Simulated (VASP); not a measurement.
# AlN (Pm-3m) in VASP: further runs

The runs below take AlN through single point, with PBEsol, r2SCAN+rVV10.

Everything below comes from runs of VASP 6.6.1. Logs are shortened: lines on timing, memory, paths and dates and some standing lists are left out, and cuts for length are marked.

**1. The cell of the first run**

It takes space group Pm-3m (No. 221, cubic). The conventional cell has a = 2.593 Å, b = 2.593 Å, c = 2.593 Å, α = 90.00°, β = 90.00°, γ = 90.00°. Al (site symmetry m-3m) has 8 N at 2.25 Å and 6 Al at 2.59 Å within 3.0 Å. N (site symmetry m-3m) has 8 Al at 2.25 Å and 6 N at 2.59 Å within 3.0 Å.

**2. Single point, PBEsol**

INCAR reads:

```
SYSTEM = AlN
ALGO = Normal ; EDIFF = 1E-7
ENCUT = 520 ; GGA = PS
ISIF = 2 ; ISMEAR = -1
LASPH = .TRUE. ; LCHARG = .FALSE.
LREAL = .FALSE. ; LWAVE = .FALSE.
NBANDS = 11 ; NELM = 80
PREC = Accurate ; SIGMA = 0.03
```

KPOINTS reads:

```
k-points
0
G
  8 8 8
  0 0 0
```

POSCAR reads:

```
AlN
1.0
    2.5930250327      0.0000000000      0.0000000000
    0.0000000000      2.5930250327      0.0000000000
    0.0000000000      0.0000000000      2.5930250327
Al N
1 1
Direct
    0.0000000000      0.0000000000      0.0000000000
    0.5000000000      0.5000000000      0.5000000000
```

Potentials or basis: VASP PAW PBE potentials, release 64 (Al, N).

Launch:

```
> cat potpaw_PBE.64/Al/POTCAR potpaw_PBE.64/N/POTCAR > POTCAR
> mpirun -np 1 vasp_std > vasp.out
```

OUTCAR:

```text
SYSTEM = AlN
   EDIFF = 1E-7
   ENCUT = 520
   GGA = PS
   ISIF = 2
   ISMEAR = -1
   LASPH = .TRUE.
   LREAL = .FALSE.
   NELM = 80
   PREC = Accurate

 ion  position               nearest neighbor table
   1  0.000  0.000  0.000-   2 2.25   2 2.25   2 2.25   2 2.25   2 2.25   2 2.25   2 2.25   2 2.25

   2  0.500  0.500  0.500-   1 2.25   1 2.25   1 2.25   1 2.25   1 2.25   1 2.25   1 2.25   1 2.25

  LATTYP: Found a simple cubic cell.
 ALAT       =     2.5930250327

  Lattice vectors:

 A1 = (   2.5930250327,   0.0000000000,   0.0000000000)
 A2 = (   0.0000000000,   2.5930250327,   0.0000000000)
 A3 = (   0.0000000000,   0.0000000000,   2.5930250327)

Analysis of symmetry for initial positions (statically):
=====================================================================
 Subroutine PRICEL returns:
 Original cell was already a primitive cell.

 Routine SETGRP: Setting up the symmetry group for a
 simple cubic supercell.

 Subroutine GETGRP returns: Found 48 space group operations
 (whereof 48 operations were pure point group operations)
 out of a pool of 48 trial point group operations.

The static configuration has the point symmetry O_h .

Analysis of symmetry for dynamics (positions and initial velocities):
=====================================================================
 Subroutine PRICEL returns:
 Original cell was already a primitive cell.

 Routine SETGRP: Setting up the symmetry group for a
 simple cubic supercell.

 Subroutine GETGRP returns: Found 48 space group operations
 (whereof 48 operations were pure point group operations)
 out of a pool of 48 trial point group operations.

The dynamic configuration has the point symmetry O_h .

 Subroutine INISYM returns: Found 48 space group operations
 (whereof 48 operations are pure point group operations),
 and found     1 'primitive' translations

----------------------------------------------------------------------------------------

                                     Primitive cell

  volume of cell :      17.4349

  direct lattice vectors                    reciprocal lattice vectors
     2.593025033  0.000000000  0.000000000     0.385649960  0.000000000  0.000000000
     0.000000000  2.593025033  0.000000000     0.000000000  0.385649960  0.000000000
     0.000000000  0.000000000  2.593025033     0.000000000  0.000000000  0.385649960

  length of vectors
     2.593025033  2.593025033  2.593025033     0.385649960  0.385649960  0.385649960

  position of ions in fractional coordinates (direct lattice)
     0.000000000  0.000000000  0.000000000
     0.500000000  0.500000000  0.500000000

  ion indices of the primitive-cell ions
   primitive index   ion index
                 1           1
                 2           2

----------------------------------------------------------------------------------------

 KPOINTS: k-points

Automatic generation of k-mesh.
 Grid dimensions read from file:
 generate k-points for:    8    8    8

 Generating k-lattice:

  Cartesian coordinates                     Fractional coordinates (reciprocal lattice)
     0.048206245  0.000000000  0.000000000     0.125000000  0.000000000  0.000000000
     0.000000000  0.048206245  0.000000000     0.000000000  0.125000000  0.000000000
     0.000000000  0.000000000  0.048206245     0.000000000  0.000000000  0.125000000

  Length of vectors
     0.048206245  0.048206245  0.048206245

  Shift w.r.t. Gamma in fractional coordinates (k-lattice)
     0.000000000  0.000000000  0.000000000

 Subroutine IBZKPT returns following result:
 ===========================================

 Found     35 irreducible k-points:

 Following reciprocal coordinates:
            Coordinates               Weight
  0.000000  0.000000  0.000000      1.000000
  0.125000  0.000000  0.000000      6.000000
  0.250000  0.000000  0.000000      6.000000
  0.375000  0.000000  0.000000      6.000000
  0.500000  0.000000  0.000000      3.000000
  0.125000  0.125000  0.000000     12.000000
[... 16 lines left out ...]
  0.375000  0.375000  0.125000     24.000000
  0.500000  0.375000  0.125000     24.000000
 [... further k-points ...]
   k-points           NKPTS =     35   k-points in BZ     NKDIM =     35   number of bands    NBANDS=     11
   number of dos      NEDOS =    301   number of ions     NIONS =      2
   total plane-waves  NPLWV =   8000
   dimension x,y,z NGX =    20 NGY =   20 NGZ =   20
   dimension x,y,z NGXF=    40 NGYF=   40 NGZF=   40
   ions per type =               1   1
   NGX,Y,Z   is equivalent  to a cutoff of  12.82, 12.82, 12.82 a.u.
   NGXF,Y,Z  is equivalent  to a cutoff of  25.65, 25.65, 25.65 a.u.
 SYSTEM =  AlN
   PREC   = accura    normal or accurate (medium, high low for compatibility)
   ISTART =      0    job   : 0-new  1-cont  2-samecut
   ICHARG =      2    charge: 1-file 2-atom 10-const
   ISPIN  =      1    spin polarized calculation?
   LNONCOLLINEAR =      F non collinear calculations
   LSORBIT =      F    spin-orbit coupling
   LASPH  =      T    aspherical Exc in radial PAW
   ENCUT  =  520.0 eV  38.22 Ry    6.18 a.u.   4.82  4.82  4.82*2*pi/ulx,y,z
   NELM   =     80;   NELMIN=  2; NELMDL= -5     # of ELM steps
   EDIFF  = 0.1E-06   stopping-criterion for ELM
   LREAL  =      F    real-space projection
   EDIFFG = 0.1E-05   stopping-criterion for IOM
   NSW    =      0    number of steps for IOM
   IBRION =     -1    ionic relax: 0-MD 1-quasi-New 2-CG
   NFREE  =      0    steps in history (QN), initial steepest desc. (CG)
   ISIF   =      2    stress and relaxation
   ISYM   =      2    0-nonsym 1-usesym 2-fastsym
   POTIM  = 0.5000    time-step for ionic-motion
   TEBEG  =    0.0;   TEEND  =   0.0 temperature during run
   PSTRESS=    0.0 pullay stress
   NELECT =       8.0000    total number of electrons
   NUPDOWN=      -1.0000    fix difference up-down
   EMIN   =  10.00;   EMAX   =-10.00  energy-range for DOS
   EFERMI =   0.00;   METHOD = LEGACY
   ISMEAR =    -1;   SIGMA  =   0.03  broadening in eV -4-tet -1-fermi 0-gaus
   EFERMI_NEDOS =   21; number of points for ismear=-14 and -15
   IALGO  =     38    algorithm
   IMIX   =      4    mixing-type and parameters
     AMIX     =   0.40;   BMIX     =  1.00
     AMIX_MAG =   1.60;   BMIX_MAG =  1.00
  volume/ion in A,a.u.               =       8.72        58.83
  Fermi-wavevector in a.u.,A,eV,Ry     =   1.262694  2.386146 21.693076  1.594396
  Thomas-Fermi vector in A             =   2.396089
   LORBIT       =      0    0 simple, 1 ext, 2 COOP (PROOUT), +10 PAW based schemes
   GGA     = PS    functional components
   LHFCALC =     F    Hartree Fock is set to
   AEXX    =    0.0000 exact exchange contribution
   IVDW    =     0    specifies the selected vdW correction
   LEPSILON=     F    determine dielectric tensor
   LRPA    =     F    only Hartree local field effects (RPA)
 non-spin polarized calculation
  energy-cutoff  :      520.00
  volume of cell :       17.43
 maximum number of plane-waves:       480
 NGX is ok and might be reduce to    20
   NGX =  9   NGY =  9   NGZ =  9

 number of electron       7.9999999 magnetization

 Free energy of the ion-electron system (eV)
  ---------------------------------------------------
  ext. energy  EPLUGINS =         0.00000000
  ---------------------------------------------------
  free energy    TOTEN  =       -12.32875364 eV

  energy without entropy =      -12.32624427  energy(sigma->0) =      -12.32749896

 E-fermi :  10.9195     XC(G=0): -12.3271

 val. band max:       10.9122556608   @ k =   0.5000   0.2500   0.0000
 cond. band min:      10.9571434056   @ k =   0.5000   0.3750   0.1250
 fundamental gap:      0.0448877448
 Fermi energy:        10.9194763302

 k-point     1 :       0.0000    0.0000    0.0000
  band No.  band energies     occupation
      1      -7.5085      2.00000
      2       9.3630      2.00000
      3       9.3630      2.00000
      4       9.3630      2.00000
      5      11.9841      0.00000
      6      17.1314      0.00000
      7      17.1314      0.00000
      8      26.8064      0.00000
      9      26.8064      0.00000
     10      26.8064      0.00000
     11      33.9890      0.00000

 k-point     2 :       0.1250    0.0000    0.0000
  band No.  band energies     occupation
      1      -7.2437      2.00000
      2       7.3367      2.00000
      3       9.4984      2.00000
      4       9.4984      2.00000
      5      12.9471      0.00000
      6      17.4534      0.00000
      7      18.2217      0.00000
      8      26.2623      0.00000
      9      26.2623      0.00000
     10      26.9164      0.00000
     11      33.0820      0.00000

 k-point     3 :       0.2500    0.0000    0.0000
  band No.  band energies     occupation
      1      -6.4892      2.00000
      2       4.3175      2.00000
      3       9.8496      2.00000
      4       9.8496      2.00000
      5      14.0081      0.00000
      6      18.3969      0.00000
      7      19.4179      0.00000
      8      24.8726      0.00000
      9      24.8726      0.00000
     10      28.3483      0.00000
     11      30.2909      0.00000

 k-point     4 :       0.3750    0.0000    0.0000
  band No.  band energies     occupation
      1      -5.4383      2.00000
      2       1.7619      2.00000
      3      10.2439      2.00000
      4      10.2439      2.00000
      5      15.0600      0.00000
      6      19.0398      0.00000
      7      19.8278      0.00000
      8      23.4833      0.00000
      9      23.4833      0.00000
     10      26.8071      0.00000
     11      31.7021      0.00000
[... 239 lines left out ...]
 k-point    22 :       0.5000    0.2500    0.1250
  band No.  band energies     occupation
      1      -3.7467      2.00000
      2       1.9889      2.00000
      3       6.7744      2.00000
      4       9.7356      2.00000
      5      13.7220      0.00000
      6      17.7446      0.00000
      7      18.4895      0.00000
      8      24.9699      0.00000
      9      25.5889      0.00000
     10      27.5943      0.00000
     11      29.9283      0.00000

 k-point    23 :       0.3750    0.3750    0.1250
  band No.  band energies     occupation
      1      -3.4292      2.00000
      2       3.8564      2.00000
      3       4.3115      2.00000
      4       9.9901      2.00000
      5      12.0648      0.00000
      6      18.1402      0.00000
      7      19.0865      0.00000
      8      23.8942      0.00000
      9      26.0535      0.00000
     10      27.4585      0.00000
     11      29.2109      0.00000

 k-point    24 :       0.5000    0.3750    0.1250
  band No.  band energies     occupation
      1      -2.9345      2.00000
      2       3.1071      2.00000
      3       4.6773      2.00000
      4      10.2541      2.00000
      5      10.9571      0.44348
      6      18.4501      0.00000
      7      18.8498      0.00000
      8      24.4351      0.00000
      9      25.4178      0.00000
     10      27.5407      0.00000
     11      28.2231      0.00000

 [... further k-points ...]
[... 5 lines left out ...]
  --------------------------------------------------------------------------------------
  -------------------------------------------------------------------------------------
  Total        0.0034210      0.0034210      0.0034210     -0.0000000     -0.0000000      0.0000000
  in kB        0.3143724      0.3143724      0.3143724     -0.0000000     -0.0000000      0.0000000
  external PRESSURE =       0.3143724 kB  Pullay stress =       0.0000000 kB

 VOLUME and BASIS-vectors are now :
 -----------------------------------------------------------------------------
  energy-cutoff  :      520.00
  volume of cell :       17.43
      direct lattice vectors                 reciprocal lattice vectors
     2.593025033  0.000000000  0.000000000     0.385649960  0.000000000  0.000000000
     0.000000000  2.593025033  0.000000000     0.000000000  0.385649960  0.000000000
     0.000000000  0.000000000  2.593025033     0.000000000  0.000000000  0.385649960

 POSITION                                       TOTAL-FORCE (eV/Angst)
 -----------------------------------------------------------------------------------
      0.00000      0.00000      0.00000         0.000000      0.000000      0.000000
      1.29651      1.29651      1.29651         0.000000      0.000000      0.000000
 -----------------------------------------------------------------------------------
    total drift:                                0.000000      0.000000      0.000000

  FREE ENERGIE OF THE ION-ELECTRON SYSTEM (eV)
  ---------------------------------------------------
  free  energy   TOTEN  =       -12.3287536385 eV

  energy  without entropy=      -12.3262442744  energy(sigma->0) =      -12.32749896
```

Run time: 6 s. Hardware: 1 thread of Intel Xeon 8259CL, shared host; peak memory 0.12 GiB.

Results:

```
Free energy            : -12.3288 eV
Pressure               : 0.0 GPa
Band gap on the k mesh : zero (band 4 reaches 11.13 eV, above the bottom of band 5 at 10.50 eV)
```

Levels at points of the mesh, in eV from the Fermi level:
| k point | band 1 | band 2 | band 3 | band 4 | band 5 | band 6 | band 7 | band 8 |
| --- | --- | --- | --- | --- | --- | --- | --- | --- |
| (0.00, 0.00, 0.00) | -18.43 | -1.56 | -1.56 | -1.56 | 1.06 | 6.21 | 6.21 | 15.89 |
| (0.50, 0.00, 0.00) | -15.72 | -10.31 | -0.50 | -0.50 | 4.76 | 7.57 | 9.95 | 12.00 |
| (0.50, 0.50, 0.00) | -13.61 | -7.39 | -7.39 | -1.49 | 0.56 | 9.67 | 9.67 | 12.14 |
| (0.50, 0.50, 0.50) | -11.76 | -5.04 | -5.04 | -5.04 | 1.44 | 1.44 | 1.44 | 7.76 |

Caveat: the PAW data sets were made with another functional, which shifts forces and pressure a little.

**3. Single point, r2SCAN+rVV10**

This run uses another cell than the first one, of 8.61 Å³/atom, 0.987 times its volume.

POSCAR reads:

```
AlN
1.0
    2.5820941938      0.0000000000      0.0000000000
    0.0000000000      2.5820941938      0.0000000000
    0.0000000000      0.0000000000      2.5820941938
Al N
1 1
Direct
    0.0000000000      0.0000000000      0.0000000000
    0.5000000000      0.5000000000      0.5000000000
```

INCAR.step1 reads:

```
  ALGO = Normal
  EDIFF = 1E-4
  ENCUT = 520
  GGA = PE
  ISMEAR = -1
  LASPH = True
  LCHARG = False
  LREAL = False
  LWAVE = True
  NBANDS = 11
  NELM = 60
  PREC = Accurate
  SIGMA = 0.03
```

INCAR.step2 reads:

```
  ALGO = Normal
  BPARAM = 11.95
  CPARAM = 0.0093
  EDIFF = 1E-6
  ENCUT = 520
  ISIF = 2
  ISMEAR = -1
  ISTART = 1
  IVDW_NL = 2
  LASPH = True
  LCHARG = False
  LMIXTAU = True
  LREAL = False
  LUSE_VDW = True
  LWAVE = False
  METAGGA = R2SCAN
  NBANDS = 11
  NELM = 60
  PREC = Accurate
  SIGMA = 0.03
```

KPOINTS reads:

```
k-points
0
Gamma
  8 8 8
```

Potentials or basis: VASP PAW PBE potentials, release 64 (Al, N).

Launch:

```
> cat potpaw_PBE.64/Al/POTCAR potpaw_PBE.64/N/POTCAR > POTCAR
> cp INCAR.step1 INCAR
> mpirun -np 1 vasp_std > vasp.out
> cp INCAR.step2 INCAR
> mpirun -np 1 vasp_std > vasp.out
```

OUTCAR:

```text
BPARAM = 11.95
   EDIFF = 1E-6
   ENCUT = 520
   ISIF = 2
   ISMEAR = -1
   ISTART = 1
   IVDW_NL = 2
   LASPH = True
   LREAL = False
   METAGGA = R2SCAN
   NELM = 60
   PREC = Accurate

 ion  position               nearest neighbor table
   1  0.000  0.000  0.000-   2 2.24   2 2.24   2 2.24   2 2.24   2 2.24   2 2.24   2 2.24   2 2.24

   2  0.500  0.500  0.500-   1 2.24   1 2.24   1 2.24   1 2.24   1 2.24   1 2.24   1 2.24   1 2.24

  LATTYP: Found a simple cubic cell.
 ALAT       =     2.5820941938
[... 529 lines left out ...]

  FORCE on cell =-STRESS in cart. coord.  units (eV):
  Direction    XX          YY          ZZ          XY          YZ          ZX
  --------------------------------------------------------------------------------------
  -------------------------------------------------------------------------------------
  Total       -0.0622404     -0.0622404     -0.0622404     -0.0000000      0.0000000     -0.0000000
  in kB       -5.7925086     -5.7925086     -5.7925086     -0.0000000      0.0000000     -0.0000000
  external PRESSURE =      -5.7925086 kB  Pullay stress =       0.0000000 kB

 VOLUME and BASIS-vectors are now :
 -----------------------------------------------------------------------------
  energy-cutoff  :      520.00
  volume of cell :       17.22
      direct lattice vectors                 reciprocal lattice vectors
     2.582094194  0.000000000  0.000000000     0.387282541  0.000000000  0.000000000
     0.000000000  2.582094194  0.000000000     0.000000000  0.387282541  0.000000000
     0.000000000  0.000000000  2.582094194     0.000000000  0.000000000  0.387282541

 POSITION                                       TOTAL-FORCE (eV/Angst)
 -----------------------------------------------------------------------------------
      0.00000      0.00000      0.00000         0.000000      0.000000      0.000000
      1.29105      1.29105      1.29105         0.000000      0.000000      0.000000
 -----------------------------------------------------------------------------------
    total drift:                                0.000000      0.000000      0.000000

  FREE ENERGIE OF THE ION-ELECTRON SYSTEM (eV)
  ---------------------------------------------------
  free  energy   TOTEN  =       -15.2643141337 eV

  energy  without entropy=      -15.2625382011  energy(sigma->0) =      -15.26342617
```

OUTCAR.step1:

```text
EDIFF = 1E-4
   ENCUT = 520
   GGA = PE
   ISMEAR = -1
   LASPH = True
[... 558 lines left out ...]
      0.00000      0.00000      0.00000         0.000000      0.000000      0.000000
      1.29105      1.29105      1.29105         0.000000      0.000000      0.000000
 -----------------------------------------------------------------------------------
    total drift:                                0.000000      0.000000      0.000000

  FREE ENERGIE OF THE ION-ELECTRON SYSTEM (eV)
  ---------------------------------------------------
  free  energy   TOTEN  =       -11.4149935872 eV

  energy  without entropy=      -11.4131338094  energy(sigma->0) =      -11.41406370
```

Run time: 34 s. Hardware: 1 thread of Intel Xeon 8259CL, shared host; peak memory 0.17 GiB.

Results:

```
Free energy            : -15.2643 eV
Pressure               : -0.6 GPa
Band gap on the k mesh : zero (band 4 reaches 11.36 eV, above the bottom of band 5 at 10.70 eV)
```

Caveat: the PAW data sets were made with another functional, which shifts forces and pressure a little.
